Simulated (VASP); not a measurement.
A run of VASP 6.6.1:

Contents of INCAR:

```
ALGO     = Normal         # electronic algorithm
EDIFF    = 1E-6           # SCF threshold, eV
ENCUT    = 520            # plane-wave cutoff, eV
GGA      = PE             # functional
ISIF     = 2              # what is computed and relaxed
ISMEAR   = 0              # smearing method
LASPH    = True           # aspherical terms in the spheres
LCHARG   = False          # write CHGCAR
LREAL    = False          # projectors in reciprocal space
LWAVE    = False          # write WAVECAR
NBANDS   = 14             # bands
NELM     = 100            # most SCF steps
PREC     = Accurate       # precision mode
SIGMA    = 0.15           # smearing width, eV
```

Contents of KPOINTS:

```
k-points
0
Gamma
  15 15 8
```

POSCAR

```
Na
1.0
    3.6728259727      0.0000000000      0.0000000000
   -1.8364129863      3.1807605960      0.0000000000
    0.0000000000      0.0000000000      5.8463000000
Na
2
Direct
    0.3333333333      0.6666666667      0.2500000000
    0.6666666667      0.3333333333      0.7500000000
```

Potentials or basis: VASP PAW PBE potentials, release 64 (Na_pv).

Run with:

```sh
$ cat potpaw_PBE.64/Na_pv/POTCAR > POTCAR
$ mpirun -np 1 vasp_std > vasp.out
```

Hardware: 1 thread of Intel(R) Xeon(R) 6975P-C (Granite Rapids), on a shared host.

How long does it take, and how much memory?

Run time: 26 s on 1 thread of Intel(R) Xeon(R) 6975P-C (Granite Rapids), on a shared host, peak memory 0.24 GiB. Counts: scf iterations 9, k points 135.
